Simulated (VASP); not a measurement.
# Ga3BSb2 (P6/mmm) in VASP: further runs

Runs on Ga3BSb2. Level: PBE. Tasks: single point.

Program: VASP 6.6.1. These are calculated values, not measurements. Logs are shortened: lines on timing, memory, paths and dates and some standing lists are left out, and cuts for length are marked.

## Step 1: The cell of the first run

The structure is hexagonal, space group P6/mmm (No. 191). Conventional cell: a = 5.287 Å, b = 5.287 Å, c = 5.907 Å, α = 90.00°, β = 90.00°, γ = 120.00°. Within 3.5 Å of Ga (site symmetry mmm) lie 4 Ga at 2.64 Å and 4 Sb at 3.32 Å. B (site symmetry 6/mmm) has 6 Sb at 3.05 Å and 12 Ga at 3.96 Å within 4.0 Å. Sb (site symmetry -6m2) has 3 Sb at 3.05 Å and 3 B at 3.05 Å and 6 Ga at 3.32 Å within 4.0 Å.

The cell was built from a structure type or drawn by symmetry, and may not be a known phase.

## Step 2: Single point, PBE

INCAR

```
SYSTEM = Ga3BSb2
PREC = Accurate
ENCUT = 520
EDIFF = 1E-6
ISMEAR = 0
SIGMA = 0.1
LREAL = .FALSE.
LASPH = .TRUE.
NELM = 60
ALGO = Normal
ISIF = 2
LWAVE = .FALSE.
LCHARG = .FALSE.
GGA = PE
NBANDS = 35
```

KPOINTS

```
regular mesh
0
G
  3 3 6
  0 0 0
```

POSCAR

```
Ga3BSb2
1.0
    5.2874174351     -0.0000000024      0.0000000000
   -2.6437087155      4.5790378204      0.0000000000
    0.0000000000      0.0000000000      5.9072265729
Ga B Sb
3 1 2
Direct
    0.0000000000      0.5000000000      0.5000000000
    0.5000000000      0.0000000000      0.5000000000
    0.5000000000      0.5000000000      0.5000000000
    0.0000000000      0.0000000000      0.0000000000
    0.6666666667      0.3333333333      0.0000000000
    0.3333333333      0.6666666667      0.0000000000
```

Potentials or basis: VASP PAW PBE potentials, release 64 (Ga_d, B, Sb).

Command:

```console
> cat potpaw_PBE.64/Ga_d/POTCAR potpaw_PBE.64/B/POTCAR potpaw_PBE.64/Sb/POTCAR > POTCAR
> mpirun -np 1 vasp_std > vasp.out
```

OUTCAR:

```text
SYSTEM = Ga3BSb2
   PREC = Accurate
   ENCUT = 520
   EDIFF = 1E-6
   ISMEAR = 0
   LREAL = .FALSE.
   LASPH = .TRUE.
   NELM = 60
   ISIF = 2
   GGA = PE

 ion  position               nearest neighbor table
   1  0.000  0.500  0.500-   2 2.64   2 2.64   3 2.64   3 2.64   5 3.32   6 3.32   5 3.32   6 3.32

   2  0.500  0.000  0.500-   1 2.64   1 2.64   3 2.64   3 2.64   5 3.32   6 3.32   5 3.32   6 3.32

   3  0.500  0.500  0.500-   1 2.64   1 2.64   2 2.64   2 2.64   5 3.32   6 3.32   5 3.32   6 3.32

   4  0.000  0.000  0.000-
   5  0.667  0.333  0.000-   6 3.05   6 3.05   6 3.05   1 3.32   1 3.32   2 3.32   2 3.32   3 3.32
                             3 3.32
   6  0.333  0.667  0.000-   5 3.05   5 3.05   5 3.05   1 3.32   1 3.32   2 3.32   2 3.32   3 3.32
                             3 3.32

  LATTYP: Found a hexagonal cell.
 ALAT       =     5.2874174351
 C/A-ratio  =     1.1172234168

  Lattice vectors:

 A1 = (   5.2874174351,  -0.0000000024,   0.0000000000)
 A2 = (  -2.6437087155,   4.5790378204,   0.0000000000)
 A3 = (   0.0000000000,   0.0000000000,   5.9072265729)

Analysis of symmetry for initial positions (statically):
=====================================================================
 Subroutine PRICEL returns:
 Original cell was already a primitive cell.

 Routine SETGRP: Setting up the symmetry group for a
 hexagonal supercell.

 Subroutine GETGRP returns: Found 24 space group operations
 (whereof 24 operations were pure point group operations)
 out of a pool of 24 trial point group operations.

The static configuration has the point symmetry D_6h.

Analysis of symmetry for dynamics (positions and initial velocities):
=====================================================================
 Subroutine PRICEL returns:
 Original cell was already a primitive cell.

 Routine SETGRP: Setting up the symmetry group for a
 hexagonal supercell.

 Subroutine GETGRP returns: Found 24 space group operations
 (whereof 24 operations were pure point group operations)
 out of a pool of 24 trial point group operations.

The dynamic configuration has the point symmetry D_6h.

 Subroutine INISYM returns: Found 24 space group operations
 (whereof 24 operations are pure point group operations),
 and found     1 'primitive' translations

----------------------------------------------------------------------------------------

                                     Primitive cell

  volume of cell :     143.0215

  direct lattice vectors                    reciprocal lattice vectors
     5.287417435 -0.000000002  0.000000000     0.189128249  0.109193245  0.000000000
    -2.643708715  4.579037820  0.000000000     0.000000000  0.218386491  0.000000000
     0.000000000  0.000000000  5.907226573     0.000000000  0.000000000  0.169284179

  length of vectors
     5.287417435  5.287417435  5.907226573     0.218386491  0.218386491  0.169284179

  position of ions in fractional coordinates (direct lattice)
     0.000000000  0.500000000  0.500000000
     0.500000000  0.000000000  0.500000000
     0.500000000  0.500000000  0.500000000
     0.000000000  0.000000000  0.000000000
     0.666666667  0.333333333  0.000000000
     0.333333333  0.666666667  0.000000000

  ion indices of the primitive-cell ions
   primitive index   ion index
                 1           1
                 2           2
                 3           3
                 4           4
                 5           5
                 6           6

----------------------------------------------------------------------------------------

 KPOINTS: regular mesh

Automatic generation of k-mesh.
 Grid dimensions read from file:
 generate k-points for:    3    3    6

 Generating k-lattice:

  Cartesian coordinates                     Fractional coordinates (reciprocal lattice)
     0.063042750  0.036397748  0.000000000     0.333333333  0.000000000  0.000000000
     0.000000000  0.072795497  0.000000000     0.000000000  0.333333333  0.000000000
     0.000000000  0.000000000  0.028214030     0.000000000  0.000000000  0.166666667

  Length of vectors
     0.072795497  0.072795497  0.028214030

  Shift w.r.t. Gamma in fractional coordinates (k-lattice)
     0.000000000  0.000000000  0.000000000

 Subroutine IBZKPT returns following result:
 ===========================================

 Found     12 irreducible k-points:

 Following reciprocal coordinates:
            Coordinates               Weight
  0.000000  0.000000  0.000000      1.000000
  0.333333 -0.000000  0.000000      6.000000
  0.333333  0.333333  0.000000      2.000000
  0.000000  0.000000  0.166667      2.000000
  0.333333 -0.000000  0.166667     12.000000
  0.333333  0.333333  0.166667      4.000000
  0.000000  0.000000  0.333333      2.000000
  0.333333 -0.000000  0.333333     12.000000
  0.333333  0.333333  0.333333      4.000000
  0.000000  0.000000  0.500000      1.000000
  0.333333 -0.000000  0.500000      6.000000
  0.333333  0.333333  0.500000      2.000000
   k-points           NKPTS =     12   k-points in BZ     NKDIM =     12   number of bands    NBANDS=     35
   number of dos      NEDOS =    301   number of ions     NIONS =      6
   total plane-waves  NPLWV =  76800
   dimension x,y,z NGX =    40 NGY =   40 NGZ =   48
   dimension x,y,z NGXF=    80 NGYF=   80 NGZF=   96
   ions per type =               3   1   2
   NGX,Y,Z   is equivalent  to a cutoff of  12.58, 12.58, 13.51 a.u.
   NGXF,Y,Z  is equivalent  to a cutoff of  25.15, 25.15, 27.02 a.u.
 SYSTEM =  Ga3BSb2
   PREC   = accura    normal or accurate (medium, high low for compatibility)
   ISTART =      0    job   : 0-new  1-cont  2-samecut
   ICHARG =      2    charge: 1-file 2-atom 10-const
   ISPIN  =      1    spin polarized calculation?
   LNONCOLLINEAR =      F non collinear calculations
   LSORBIT =      F    spin-orbit coupling
   LASPH  =      T    aspherical Exc in radial PAW
   ENCUT  =  520.0 eV  38.22 Ry    6.18 a.u.   9.83  9.83 10.98*2*pi/ulx,y,z
   NELM   =     60;   NELMIN=  2; NELMDL= -5     # of ELM steps
   EDIFF  = 0.1E-05   stopping-criterion for ELM
   LREAL  =      F    real-space projection
   EDIFFG = 0.1E-04   stopping-criterion for IOM
   NSW    =      0    number of steps for IOM
   IBRION =     -1    ionic relax: 0-MD 1-quasi-New 2-CG
   NFREE  =      0    steps in history (QN), initial steepest desc. (CG)
   ISIF   =      2    stress and relaxation
   ISYM   =      2    0-nonsym 1-usesym 2-fastsym
   POTIM  = 0.5000    time-step for ionic-motion
   TEBEG  =    0.0;   TEEND  =   0.0 temperature during run
   PSTRESS=    0.0 pullay stress
   NELECT =      52.0000    total number of electrons
   NUPDOWN=      -1.0000    fix difference up-down
   EMIN   =  10.00;   EMAX   =-10.00  energy-range for DOS
   EFERMI =   0.00;   METHOD = LEGACY
   ISMEAR =     0;   SIGMA  =   0.10  broadening in eV -4-tet -1-fermi 0-gaus
   EFERMI_NEDOS =   21; number of points for ismear=-14 and -15
   IALGO  =     38    algorithm
   IMIX   =      4    mixing-type and parameters
     AMIX     =   0.40;   BMIX     =  1.00
     AMIX_MAG =   1.60;   BMIX_MAG =  1.00
  volume/ion in A,a.u.               =      23.84       160.86
  Fermi-wavevector in a.u.,A,eV,Ry     =   1.168446  2.208044 18.575585  1.365267
  Thomas-Fermi vector in A             =   2.304933
   LORBIT       =      0    0 simple, 1 ext, 2 COOP (PROOUT), +10 PAW based schemes
   GGA     = PE    functional components
   LHFCALC =     F    Hartree Fock is set to
   AEXX    =    0.0000 exact exchange contribution
   IVDW    =     0    specifies the selected vdW correction
   LEPSILON=     F    determine dielectric tensor
   LRPA    =     F    only Hartree local field effects (RPA)
 non-spin polarized calculation
 Gauss-broadening in eV      SIGMA  =   0.10
  energy-cutoff  :      520.00
  volume of cell :      143.02
 maximum number of plane-waves:      3873
 NGX is ok and might be reduce to    40
   NGX = 19   NGY = 19   NGZ = 21

 number of electron      51.9999983 magnetization

 Free energy of the ion-electron system (eV)
  ---------------------------------------------------
  ext. energy  EPLUGINS =         0.00000000
  ---------------------------------------------------
  free energy    TOTEN  =       -19.13381892 eV

  energy without entropy =      -19.11526730  energy(sigma->0) =      -19.12454311

 E-fermi :   5.1971     XC(G=0):  -9.7265

 val. band max:        5.1654392876   @ k =   0.3333   0.3333   0.1667
 cond. band min:       5.2415178310   @ k =   0.3333  -0.0000   0.3333
 fundamental gap:      0.0760785433
 Fermi energy:         5.1971100226

 k-point     1 :       0.0000    0.0000    0.0000
  band No.  band energies     occupation
      1     -10.3615      2.00000
      2     -10.2143      2.00000
      3     -10.2143      2.00000
      4     -10.1501      2.00000
      5     -10.0343      2.00000
      6     -10.0052      2.00000
[... 27 lines left out ...]
     34      10.0064      0.00000
     35      10.2175      0.00000

 k-point     2 :       0.3333   -0.0000    0.0000
  band No.  band energies     occupation
      1     -10.2663      2.00000
      2     -10.1602      2.00000
      3     -10.0978      2.00000
      4     -10.0823      2.00000
      5      -9.9981      2.00000
      6      -9.9949      2.00000
[... 27 lines left out ...]
     34       9.4545      0.00000
     35       9.5032      0.00000

 k-point     3 :       0.3333    0.3333    0.0000
  band No.  band energies     occupation
      1     -10.1307      2.00000
      2     -10.1093      2.00000
      3     -10.1093      2.00000
      4     -10.0244      2.00000
      5     -10.0244      2.00000
      6      -9.9700      2.00000
[... 27 lines left out ...]
     34       9.4771      0.00000
     35      10.3906      0.00000
[... 267 lines left out ...]
 k-point    11 :       0.3333   -0.0000    0.5000
  band No.  band energies     occupation
      1     -10.2662      2.00000
      2     -10.1601      2.00000
      3     -10.1002      2.00000
      4     -10.0822      2.00000
      5      -9.9960      2.00000
      6      -9.9929      2.00000
[... 27 lines left out ...]
     34       8.2598      0.00000
     35       9.2173      0.00000

 k-point    12 :       0.3333    0.3333    0.5000
  band No.  band energies     occupation
      1     -10.1306      2.00000
      2     -10.1087      2.00000
      3     -10.1087      2.00000
      4     -10.0267      2.00000
      5     -10.0267      2.00000
      6      -9.9706      2.00000
[... 27 lines left out ...]
     34       8.6146      0.00000
     35       9.1739      0.00000

------------------------ aborting loop because EDIFF is reached ----------------------------------------

  FORCE on cell =-STRESS in cart. coord.  units (eV):
  Direction    XX          YY          ZZ          XY          YZ          ZX
  --------------------------------------------------------------------------------------
  -------------------------------------------------------------------------------------
  Total       -0.2472453     -0.2472453      0.2433320      0.0000000     -0.0000000      0.0000000
  in kB       -2.7697285     -2.7697285      2.7258905      0.0000000     -0.0000000      0.0000000
  external PRESSURE =      -0.9378555 kB  Pullay stress =       0.0000000 kB

 VOLUME and BASIS-vectors are now :
 -----------------------------------------------------------------------------
  energy-cutoff  :      520.00
  volume of cell :      143.02
      direct lattice vectors                 reciprocal lattice vectors
     5.287417435 -0.000000002  0.000000000     0.189128249  0.109193245  0.000000000
    -2.643708715  4.579037820  0.000000000     0.000000000  0.218386491  0.000000000
     0.000000000  0.000000000  5.907226573     0.000000000  0.000000000  0.169284179

 POSITION                                       TOTAL-FORCE (eV/Angst)
 -----------------------------------------------------------------------------------
     -1.32185      2.28952      2.95361         0.000000     -0.000000     -0.000000
      2.64371     -0.00000      2.95361         0.000000     -0.000000     -0.000000
      1.32185      2.28952      2.95361         0.000000     -0.000000     -0.000000
      0.00000      0.00000      0.00000         0.000000     -0.000000     -0.000000
      2.64371      1.52635      0.00000        -0.000000      0.000000     -0.000000
      0.00000      3.05269      0.00000         0.000000     -0.000000      0.000000
 -----------------------------------------------------------------------------------
    total drift:                               -0.000000      0.000000     -0.000000

  FREE ENERGIE OF THE ION-ELECTRON SYSTEM (eV)
  ---------------------------------------------------
  free  energy   TOTEN  =       -19.1338189243 eV

  energy  without entropy=      -19.1152673020  energy(sigma->0) =      -19.12454311
```

Run time: 74 s. Hardware: 1 thread of Intel Xeon 8259CL, shared host; peak memory 0.29 GiB.

What came out:

```
Free energy            : -19.1338 eV
Pressure               : -0.1 GPa
Band gap on the k mesh : zero (bands 26 and 27 overlap by 2.38 eV)
```

Caveat: the k points lie up to 0.46 Å⁻¹ apart, too coarse for converged energies and pressures of a metal; spin-orbit coupling is left out, which moves the levels of the heavy elements.

## Step 3: Single point, PBE

This run uses another cell than the first one, of 23.41 Å³/atom.

INCAR: that of step 2 with these lines changed.

```diff
@@ -8,3 +8,3 @@
 LASPH = .TRUE.
-NELM = 60
+NELM = 100
 ALGO = Normal
```

KPOINTS

```
Automatic mesh
0
G
  6 6 4
  0 0 0
```

POSCAR: that of step 2 with these lines changed.

```diff
@@ -2,5 +2,5 @@
 1.0
-    5.2874174351     -0.0000000024      0.0000000000
-   -2.6437087155      4.5790378204      0.0000000000
-    0.0000000000      0.0000000000      5.9072265729
+    5.2513997800      0.0000000000      0.0000000000
+   -2.6256998900      4.5478456149      0.0000000000
+    0.0000000000      0.0000000000      5.8814019600
 Ga B Sb
```

Potentials or basis: VASP PAW PBE potentials, release 64 (Ga_d, B, Sb).

Command:

```console
> cat potpaw_PBE.64/Ga_d/POTCAR potpaw_PBE.64/B/POTCAR potpaw_PBE.64/Sb/POTCAR > POTCAR
> mpirun -np 1 vasp_std > vasp.out
```

Wall time 2.2 min (1 thread of Intel Xeon 8259CL, shared host); peak memory 0.31 GiB.

It converged, with:

```
Free energy            : -18.7668 eV
Pressure               : 0.1 GPa
Band gap on the k mesh : zero (bands 26 and 27 overlap by 2.29 eV)
```

Stress tensor (GPa, compression positive):
```
0.03 0.00 0.00
0.00 0.03 0.00
0.00 0.00 0.17
```

Levels at points of the mesh, in eV from the Fermi level:
| k point | band 22 | band 23 | band 24 | band 25 | band 26 | band 27 | band 28 | band 29 | band 30 | band 31 |
| --- | --- | --- | --- | --- | --- | --- | --- | --- | --- | --- |
| (0.00, 0.00, 0.00) | -3.95 | -2.48 | -2.30 | -2.30 | -0.89 | -0.89 | 0.27 | 0.41 | 0.41 | 1.42 |
| (0.50, 0.00, 0.00) | -3.71 | -2.60 | -2.21 | -1.36 | 0.54 | 0.68 | 0.78 | 1.94 | 1.99 | 2.37 |
| (0.00, 0.00, 0.50) | -3.38 | -2.35 | -2.35 | -1.93 | -1.93 | -1.24 | -0.42 | -0.42 | -0.19 | 1.18 |
| (0.50, 0.00, 0.50) | -3.43 | -2.21 | -0.03 | 0.37 | 0.53 | 0.82 | 1.06 | 1.94 | 2.09 | 2.26 |

Caveat: spin-orbit coupling is left out, which moves the levels of the heavy elements.
